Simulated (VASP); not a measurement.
# CoSi (CsCl type) (Pm-3m) in VASP: notebook

The runs below take CoSi (CsCl type) through relaxation of cell and atoms, with PBE.

Program: VASP 6.6.1. These are calculated values, not measurements. Logs are shortened: lines on timing, memory, paths and dates and some standing lists are left out, and cuts for length are marked.

### 1 The cell of the first run

The structure is cubic, space group Pm-3m (No. 221). The conventional cell has a = 2.525 Å, b = 2.525 Å, c = 2.525 Å, α = 90.00°, β = 90.00°, γ = 90.00°. Co (site symmetry m-3m) has 8 Si at 2.19 Å and 6 Co at 2.52 Å within 2.9 Å. Within 2.9 Å of Si (site symmetry m-3m) lie 8 Co at 2.19 Å and 6 Si at 2.52 Å.

### 2 Relaxation of cell and atoms, PBE, target pressure 120 GPa, at which the enthalpy is minimised

Input file INCAR:

```
PREC = Accurate ; ENCUT = 600
EDIFF = 1E-6 ; ISMEAR = -1
SIGMA = 0.1 ; LREAL = False
LASPH = True ; NELM = 100
ALGO = Normal ; ISIF = 3
LWAVE = False ; LCHARG = False
GGA = PE ; IBRION = 2
NSW = 32 ; EDIFFG = -0.005
PSTRESS = 1200.0
```

Input file KPOINTS:

```
Automatic mesh
0
Gamma
  16 16 16
```

Input file POSCAR:

```
CoSi
1.0
    2.5249801915      0.0000000000      0.0000000000
    0.0000000000      2.5249801915      0.0000000000
    0.0000000000      0.0000000000      2.5249801915
Co Si
1 1
Direct
    0.0000000000      0.0000000000      0.0000000000
    0.5000000000      0.5000000000      0.5000000000
```

Potentials or basis: VASP PAW PBE potentials, release 64 (Co, Si).

On the command line:

```sh
cat potpaw_PBE.64/Co/POTCAR potpaw_PBE.64/Si/POTCAR > POTCAR
mpirun -np 1 vasp_std > vasp.out
```

OUTCAR:

```text
PREC = Accurate
   ENCUT = 600
   EDIFF = 1E-6
   ISMEAR = -1
   LREAL = False
   LASPH = True
   NELM = 100
   ISIF = 3
   GGA = PE
   IBRION = 2
   NSW = 32
   EDIFFG = -0.005
   PSTRESS = 1200.0

 ion  position               nearest neighbor table
   1  0.000  0.000  0.000-   2 2.19   2 2.19   2 2.19   2 2.19   2 2.19   2 2.19   2 2.19   2 2.19

   2  0.500  0.500  0.500-   1 2.19   1 2.19   1 2.19   1 2.19   1 2.19   1 2.19   1 2.19   1 2.19

  LATTYP: Found a simple cubic cell.
 ALAT       =     2.5249801915

  Lattice vectors:

 A1 = (   2.5249801915,   0.0000000000,   0.0000000000)
 A2 = (   0.0000000000,   2.5249801915,   0.0000000000)
 A3 = (   0.0000000000,   0.0000000000,   2.5249801915)

Analysis of symmetry for initial positions (statically):
=====================================================================
 Subroutine PRICEL returns:
 Original cell was already a primitive cell.

 Routine SETGRP: Setting up the symmetry group for a
 simple cubic supercell.

 Subroutine GETGRP returns: Found 48 space group operations
 (whereof 48 operations were pure point group operations)
 out of a pool of 48 trial point group operations.

The static configuration has the point symmetry O_h .

Analysis of symmetry for dynamics (positions and initial velocities):
=====================================================================
 Subroutine PRICEL returns:
 Original cell was already a primitive cell.

 Routine SETGRP: Setting up the symmetry group for a
 simple cubic supercell.

 Subroutine GETGRP returns: Found 48 space group operations
 (whereof 48 operations were pure point group operations)
 out of a pool of 48 trial point group operations.

The dynamic configuration has the point symmetry O_h .

 Subroutine INISYM returns: Found 48 space group operations
 (whereof 48 operations are pure point group operations),
 and found     1 'primitive' translations

----------------------------------------------------------------------------------------

                                     Primitive cell

  volume of cell :      16.0981

  direct lattice vectors                    reciprocal lattice vectors
     2.524980192  0.000000000  0.000000000     0.396042711  0.000000000  0.000000000
     0.000000000  2.524980192  0.000000000     0.000000000  0.396042711  0.000000000
     0.000000000  0.000000000  2.524980192     0.000000000  0.000000000  0.396042711
[... 98 lines left out ...]
   EFERMI =   0.00;   METHOD = LEGACY
   ISMEAR =    -1;   SIGMA  =   0.10  broadening in eV -4-tet -1-fermi 0-gaus
   EFERMI_NEDOS =   21; number of points for ismear=-14 and -15
   IALGO  =     38    algorithm
   IMIX   =      4    mixing-type and parameters
     AMIX     =   0.40;   BMIX     =  1.00
     AMIX_MAG =   1.60;   BMIX_MAG =  1.00
  volume/ion in A,a.u.               =       8.05        54.32
  Fermi-wavevector in a.u.,A,eV,Ry     =   1.524514  2.880913 31.621868  2.324142
  Thomas-Fermi vector in A             =   2.632810
   LORBIT       =      0    0 simple, 1 ext, 2 COOP (PROOUT), +10 PAW based schemes
   GGA     = PE    functional components
   LHFCALC =     F    Hartree Fock is set to
   AEXX    =    0.0000 exact exchange contribution
   IVDW    =     0    specifies the selected vdW correction
   LEPSILON=     F    determine dielectric tensor
   LRPA    =     F    only Hartree local field effects (RPA)
 conjugate gradient relaxation of ions
 non-spin polarized calculation
  energy-cutoff  :      600.00
  volume of cell :       16.10
 maximum number of plane-waves:       554
   NGX = 11   NGY = 11   NGZ = 11

--------------------------------------- Ionic step        1  -------------------------------------------

 number of electron      12.9999998 magnetization

 Free energy of the ion-electron system (eV)
  ---------------------------------------------------
  ext. energy  EPLUGINS =         0.00000000
  ---------------------------------------------------
  free energy    TOTEN  =       -11.75587795 eV

  energy without entropy =      -11.71016667  energy(sigma->0) =      -11.73302231

------------------------ aborting loop because EDIFF is reached ----------------------------------------

  FORCE on cell =-STRESS in cart. coord.  units (eV):
  Direction    XX          YY          ZZ          XY          YZ          ZX
  --------------------------------------------------------------------------------------
  -------------------------------------------------------------------------------------
  Total       12.1310886     12.1310886     12.1310886      0.0000000     -0.0000000      0.0000000
  in kB     1207.3590241   1207.3590241   1207.3590241      0.0000000     -0.0000000      0.0000000
  external PRESSURE =       7.3590241 kB  Pullay stress =    1200.0000000 kB
[... 63 lines left out ...]
--------------------------------------- Ionic step        3  -------------------------------------------

 number of electron      12.9999998 magnetization

 Free energy of the ion-electron system (eV)
  ---------------------------------------------------
  ext. energy  EPLUGINS =         0.00000000
  ---------------------------------------------------
  free energy    TOTEN  =       -11.76777339 eV

  energy without entropy =      -11.72199900  energy(sigma->0) =      -11.74488619

 E-fermi :  18.1303     XC(G=0): -14.4796

 val. band max:       18.1227496785   @ k =   0.3125   0.0625   0.0625
 cond. band min:      18.1315095681   @ k =   0.3125   0.3125   0.0625
 fundamental gap:      0.0087598896
 Fermi energy:        18.1302905985

 k-point     1 :       0.0000    0.0000    0.0000
  band No.  band energies     occupation
      1       1.0515      2.00000
      2      12.2832      2.00000
      3      12.2832      2.00000
      4      16.1895      2.00000
      5      16.1895      2.00000
      6      16.1895      2.00000
      7      22.1207      0.00000
      8      22.1207      0.00000
      9      22.1207      0.00000
     10      26.5142      0.00000
[... 287 lines left out ...]
 k-point    24 :       0.5000    0.1250    0.0000
  band No.  band energies     occupation
      1       6.2866      2.00000
      2       7.3765      2.00000
      3      13.6403      2.00000
      4      13.9694      2.00000
      5      14.4221      2.00000
      6      16.1691      2.00000
      7      17.8571      1.87779
      8      23.7968      0.00000
      9      26.6975      0.00000
     10      29.1336      0.00000

 [... further k-points ...]

------------------------ aborting loop because EDIFF is reached ----------------------------------------

  FORCE on cell =-STRESS in cart. coord.  units (eV):
  Direction    XX          YY          ZZ          XY          YZ          ZX
  --------------------------------------------------------------------------------------
  -------------------------------------------------------------------------------------
  Total       12.0662029     12.0662029     12.0662029     -0.0000000     -0.0000000     -0.0000000
  in kB     1199.7212537   1199.7212537   1199.7212537     -0.0000000     -0.0000000     -0.0000000
  external PRESSURE =      -0.2787463 kB  Pullay stress =    1200.0000000 kB
[... 21 lines left out ...]
  energy  without entropy=      -11.7219989953  energy(sigma->0) =      -11.74488619

  enthalpy is  TOTEN    =         0.3012329683 eV   P V=       12.0690063626

 reached required accuracy - stopping structural energy minimisation
```

Run time: 68 s. Hardware: 1 thread of Intel Xeon 8259CL, shared host; peak memory 0.16 GiB.

Results:

* Free energy: -11.7678 eV
* Relaxed volume: 8.06 Å³/atom
* Relaxed cell: a = 2.526 Å, b = 2.526 Å, c = 2.526 Å, α = 90.00°, β = 90.00°, γ = 90.00°
* Space group after relaxing (to 0.1 Å): Pm-3m (No. 221)
* Energy change on relaxing (the run minimises the enthalpy): -5.9 meV/atom
* Ionic steps: 3
* Pressure after relaxing: 120.0 GPa
* Band gap on the k mesh: zero (an odd number of electrons rules out a gap without spin polarisation)

The path:
| step | energy change (eV) | largest force (eV/Å) | pressure (GPa) | volume (Å³) |
| --- | --- | --- | --- | --- |
| 1 | 0.0000 | 0.0000 | 120.74 | 16.10 |
| 2 | -0.0640 | 0.0000 | 117.11 | 16.18 |
| 3 | -0.0119 | 0.0000 | 119.97 | 16.11 |

Final structure:
```xyz
2
Lattice="2.5258 0.0000 0.0000 0.0000 2.5258 0.0000 0.0000 0.0000 2.5258" Properties=species:S:1:pos:R:3 pbc="T T T"
Co    0.0000    0.0000    0.0000
Si    1.2629    1.2629    1.2629
```

Levels at points of the mesh, in eV from the Fermi level:
| k point | band 3 | band 4 | band 5 | band 6 | band 7 | band 8 | band 9 | band 10 |
| --- | --- | --- | --- | --- | --- | --- | --- | --- |
| (0.00, 0.00, 0.00) | -5.85 | -1.94 | -1.94 | -1.94 | 3.99 | 3.99 | 3.99 | 8.38 |
| (0.50, 0.00, 0.00) | -4.59 | -3.78 | -3.78 | -1.69 | -0.24 | 6.11 | 10.58 | 10.58 |
| (0.50, 0.50, 0.00) | -6.61 | -5.72 | -3.26 | -3.26 | -0.75 | 2.73 | 3.15 | 10.82 |
| (0.50, 0.50, 0.50) | -8.12 | -0.68 | -0.68 | 0.40 | 0.86 | 0.86 | 0.86 | 5.05 |

Caveat: the cell is relaxed towards a set pressure, so the run minimises the enthalpy, not the energy; an odd number of electrons without spin polarisation forces a metal; a magnetic or distorted state may lie lower. Spin polarisation is off, so any magnetic state and its effect on volume and gap are missing.

### 3 Relaxation of cell and atoms, PBE, target pressure 120 GPa, at which the enthalpy is minimised

This run uses another cell than the first one, of 8.57 Å³/atom.

Input file INCAR:

```
SYSTEM = CoSi
PREC     = Accurate       ! precision mode
ENCUT    = 600            ! plane-wave cutoff, eV
EDIFF    = 1E-6           ! SCF threshold, eV
ISMEAR   = -1             ! smearing method
SIGMA    = 0.1            ! smearing width, eV
LREAL    = .FALSE.        ! projectors in reciprocal space
LASPH    = .TRUE.         ! aspherical terms in the spheres
NELM     = 60             ! most SCF steps
ALGO     = Normal         ! electronic algorithm
ISIF     = 3              ! what is computed and relaxed
LWAVE    = .FALSE.        ! write WAVECAR
LCHARG   = .FALSE.        ! write CHGCAR
GGA      = PE             ! functional
IBRION   = 2              ! ionic algorithm
NSW      = 60             ! ionic steps
EDIFFG   = -0.005         ! ionic threshold
PSTRESS  = 1200.0
```

Input file KPOINTS:

```
Automatic mesh
0
G
  16 16 16
  0 0 0
```

Input file POSCAR:

```
CoSi
1.0
    2.5783171238      0.0000000000      0.0000000000
    0.0000000000      2.5783171238      0.0000000000
    0.0000000000      0.0000000000      2.5783171238
Co Si
1 1
Direct
    0.0000000000      0.0000000000      0.0000000000
    0.5000000000      0.5000000000      0.5000000000
```

Potentials or basis: VASP PAW PBE potentials, release 64 (Co, Si).

On the command line:

```sh
cat potpaw_PBE.64/Co/POTCAR potpaw_PBE.64/Si/POTCAR > POTCAR
mpirun -np 1 vasp_std > vasp.out
```

It took 2.8 min on 1 thread of Intel Xeon 8259CL, shared host; peak memory 0.18 GiB.

Results (log left out):

* Free energy: -11.7692 eV
* Relaxed volume: 8.06 Å³/atom
* Relaxed cell: a = 2.526 Å, b = 2.526 Å, c = 2.526 Å, α = 90.00°, β = 90.00°, γ = 90.00°
* Space group after relaxing (to 0.1 Å): Pm-3m (No. 221)
* Energy change on relaxing (the run minimises the enthalpy): +318.9 meV/atom
* Ionic steps: 7
* Pressure after relaxing: 120.0 GPa
* Band gap on the k mesh: zero (an odd number of electrons rules out a gap without spin polarisation)

Step by step:
| step | energy change (eV) | largest force (eV/Å) | pressure (GPa) | volume (Å³) |
| --- | --- | --- | --- | --- |
| 1 | 0.0000 | 0.0000 | 81.39 | 17.14 |
| 2 | 5.9317 | 0.0000 | 401.41 | 12.51 |
| 3 | 0.5552 | 0.0000 | 115.11 | 16.23 |
| 4 | 0.6201 | 0.0000 | 118.88 | 16.14 |
| 5 | 0.6397 | 0.0000 | 120.10 | 16.11 |
| 6 | 0.6320 | 0.0000 | 119.68 | 16.12 |
| 7 | 0.6378 | 0.0000 | 119.97 | 16.12 |

Final structure:
```xyz
2
Lattice="2.5259 0.0000 0.0000 0.0000 2.5259 0.0000 0.0000 0.0000 2.5259" Properties=species:S:1:pos:R:3 pbc="T T T"
Co    0.0000    0.0000    0.0000
Si    1.2629    1.2629    1.2629
```

Levels at points of the mesh, in eV from the Fermi level:
```tsv
k point	band 3	band 4	band 5	band 6	band 7	band 8	band 9	band 10
(0.00, 0.00, 0.00)	-5.85	-1.94	-1.94	-1.94	3.99	3.99	3.99	8.38
(0.50, 0.00, 0.00)	-4.59	-3.78	-3.78	-1.69	-0.24	6.11	10.58	10.58
(0.50, 0.50, 0.00)	-6.61	-5.72	-3.26	-3.26	-0.75	2.73	3.15	10.82
(0.50, 0.50, 0.50)	-8.12	-0.68	-0.68	0.40	0.86	0.86	0.86	5.05
```

Caveat: the cell is relaxed towards a set pressure, so the run minimises the enthalpy, not the energy; an odd number of electrons without spin polarisation forces a metal; a magnetic or distorted state may lie lower. Spin polarisation is off, so any magnetic state and its effect on volume and gap are missing.
